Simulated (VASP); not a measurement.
Here is a VASP 6.6.1 calculation.

File POSCAR:

```
CdF2
1.0
   -0.0188215442      2.6877493542      2.6877493542
    2.6877493542     -0.0188215442      2.6877493542
    2.6877493542      2.6877493542     -0.0188215442
Cd F
1 2
Direct
    0.0000000000      0.0000000000      0.0000000000
    0.2502885381      0.2502885381      0.2502885381
    0.7497114619      0.7497114619      0.7497114619
```

INCAR.step1

```
  PREC = Accurate
  ENCUT = 520
  ISMEAR = 0
  SIGMA = 0.01
  LREAL = F
  LASPH = T
  NELM = 60
  NBANDS = 20
  GGA = PE
  ALGO = Normal
  EDIFF = 1E-4
  LWAVE = T
  LCHARG = F
```

The input INCAR.step2:

```
  PREC = Accurate
  ENCUT = 520
  EDIFF = 1E-7
  ISMEAR = 0
  SIGMA = 0.01
  LREAL = F
  LASPH = T
  NELM = 60
  ALGO = Normal
  ISIF = 2
  LWAVE = F
  LCHARG = F
  METAGGA = R2SCAN
  LMIXTAU = T
  NBANDS = 20
  ISTART = 1
```

File KPOINTS:

```
Automatic mesh
0
Gamma
  8 8 8
```

Potentials or basis: VASP PAW PBE potentials, release 64 (Cd, F).

Launch:

```console
$ cat potpaw_PBE.64/Cd/POTCAR potpaw_PBE.64/F/POTCAR > POTCAR
$ cp INCAR.step1 INCAR
$ mpirun -np 1 vasp_std > vasp.out
$ cp INCAR.step2 INCAR
$ mpirun -np 1 vasp_std > vasp.out
```

Task: Predict the band gap on the k mesh.

Result: 3.74 eV, indirect (least direct gap 4.22 eV).

Task: Estimate the largest force.

Result: 0.012 eV/Å.

Forces on the atoms (eV/Å):
```
Cd   0.000  0.000  0.000
F    0.007  0.007  0.007
F   -0.007 -0.007 -0.007
```

Caveat: the cell differs from its parent crystal (epitaxial 111 strain +0.5%); the PAW data sets were made with another functional, which shifts forces and pressure a little. A k mesh can miss the band edges.
